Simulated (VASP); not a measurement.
Wanted: the native input for a VASP 6.6.1 run.

* Task: single point
* Functional: PBEsol
* Potentials or basis: VASP PAW PBE potentials, release 64 (Tl_d)
* Cutoff: 520 eV
* k mesh: 13 × 13 × 13
* Occupations: fermi-dirac, width 0.1 eV
* Spin: no spin polarisation
* Dipole correction: no
* Further INCAR settings: ALGO = Normal; EDIFF = 1e-06; NBANDS = 12

The structure of Tl lies in POSCAR:

```
Tl
1.0
    0.0000000000      2.5157679762      2.5157679762
    2.5157679762      0.0000000000      2.5157679762
    2.5157679762      2.5157679762      0.0000000000
Tl
1
Direct
    0.0000000000      0.0000000000      0.0000000000
```

This isn't the form of Tl at room conditions, which is hcp.

The input as run:

INCAR

```
PREC = Accurate ; ENCUT = 520
EDIFF = 1E-6 ; ISMEAR = -1
SIGMA = 0.1 ; LREAL = F
LASPH = T ; NELM = 100
ALGO = Normal ; ISIF = 2
LWAVE = F ; LCHARG = F
GGA = PS ; NBANDS = 12
```

KPOINTS

```
regular mesh
0
Gamma
  13 13 13
```

Potentials or basis: VASP PAW PBE potentials, release 64 (Tl_d).

Command:

```sh
$ cat potpaw_PBE.64/Tl_d/POTCAR > POTCAR
$ mpirun -np 1 vasp_std > vasp.out
```

Results of the run:

The pressure is -3.2 GPa. The band gap on the k mesh is zero (an odd number of electrons rules out a gap without spin polarisation).

Caveat: the cell stands under tension; the PAW data sets were made with another functional, which shifts forces and pressure a little; spin-orbit coupling is left out, which moves the levels of the heavy elements.

It took 47 s on 1 thread of Intel Xeon 8259CL, on a shared host, peak memory 0.17 GiB.
